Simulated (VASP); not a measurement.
**InP: single point with PBEsol**

The system is InP.

```
CELL_PARAMETERS angstrom
0.00000 2.85500 2.85500
2.85500 0.00000 2.85500
2.85500 2.85500 0.00000
ATOMIC_POSITIONS crystal
In 0.00000 0.00000 0.00000
P 0.48905 0.48905 0.51095
```

This cell differs from its parent crystal: all P atoms moved +0.062 Å, as atom 2 towards its neighbour atom 1 (In) at 2.855 Å.

```yaml
Program: VASP 6.6.1
Task: single point
Functional: PBEsol
Potentials_or_basis: VASP PAW PBE potentials, release 64 (In_d, P)
Cutoff: 520 eV
k_mesh: 14 × 14 × 14
Occupations: gaussian, width 0.15 eV
Spin: no spin polarisation
```

The pressure is -8.1 GPa. The largest force is 0.048 eV/Å and the band gap on the k mesh is zero (bands 9 and 10 overlap by 2.35 eV).

Forces on the atoms (eV/Å):
```
In   0.000  0.000 -0.048
P    0.000  0.000  0.048
```

Stress tensor (GPa, compression positive):
```
-8.20  0.00  0.00
 0.00 -8.20  0.00
 0.00  0.00 -7.88
```

Levels at points of the mesh, in eV from the Fermi level:
| k point | band 7 | band 8 | band 9 | band 10 | band 11 | band 12 |
| --- | --- | --- | --- | --- | --- | --- |
| (0.00, 0.00, 0.00) | -0.22 | -0.19 | -0.19 | -0.18 | 7.00 | 7.00 |
| (0.50, 0.00, 0.00) | -6.19 | 0.14 | 0.15 | 2.35 | 3.38 | 3.40 |
| (0.50, 0.50, 0.00) | -4.45 | -2.61 | -2.04 | -2.04 | 3.94 | 9.07 |
| (0.00, 0.50, 0.50) | -4.43 | -2.65 | -2.04 | -2.03 | 3.93 | 9.08 |

Wall time 81 s on 1 thread of AMD EPYC 9R45 (Zen 5) (shared host), peak memory 0.27 GiB.

Caveat: the cell differs from its parent crystal (all P atoms moved +0.062 Å, as atom 2 towards its neighbour atom 1 (In) at 2.855 Å); the cell stands under tension; the PAW data sets were made with another functional, which shifts forces and pressure a little; spin-orbit coupling is left out, which moves the levels of the heavy elements.
